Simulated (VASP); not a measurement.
Input of a VASP 6.6.1 run:

The input INCAR:

```
PREC = Accurate ; ENCUT = 600
EDIFF = 1E-7 ; ISMEAR = -1
SIGMA = 0.05 ; LREAL = F
LASPH = T ; NELM = 100
ALGO = Normal ; ISIF = 3
LWAVE = F ; LCHARG = F
GGA = PS ; IBRION = 2
NSW = 60 ; EDIFFG = -0.01
PSTRESS = 50.0
```

Contents of KPOINTS:

```
Automatic mesh
0
Gamma
  6 6 6
```

POSCAR

```
Sn3Se
1.0
    0.0000000000      3.7331380000      3.7331380000
    3.7331380000      0.0000000000      3.7331380000
    3.7331380000      3.7331380000      0.0000000000
Sn Se
3 1
Direct
    0.5000000000      0.5000000000      0.5000000000
    0.7500000000      0.7500000000      0.7500000000
    0.2500000000      0.2500000000      0.2500000000
    0.0000000000      0.0000000000      0.0000000000
```

Potentials or basis: VASP PAW PBE potentials, release 64 (Sn_d, Se).

Launch:

```console
$ cat potpaw_PBE.64/Sn_d/POTCAR potpaw_PBE.64/Se/POTCAR > POTCAR
$ mpirun -np 1 vasp_std > vasp.out
```

Question: Estimate the space group after relaxing (to 0.05 Å).

Answer: Fm-3m (No. 225).

Question: What does it give for the relaxed volume?

Answer: 22.76 Å³/atom.

Question: What does it give for the relaxed cell?

Answer: a = 5.050 Å, b = 5.050 Å, c = 5.050 Å, α = 60.00°, β = 60.00°, γ = 60.00°.

Step by step:
```tsv
step	energy change (eV)	largest force (eV/Å)	pressure (GPa)	volume (Å³)
1	0.0000	0.0000	-3.17	104.05
2	0.3123	0.0000	11.09	85.32
3	0.0312	0.0000	4.97	91.05
```

Caveat: the cell is relaxed towards a set pressure, so the enthalpy falls and the energy may rise; the PAW data sets were made with another functional, which shifts forces and pressure a little.
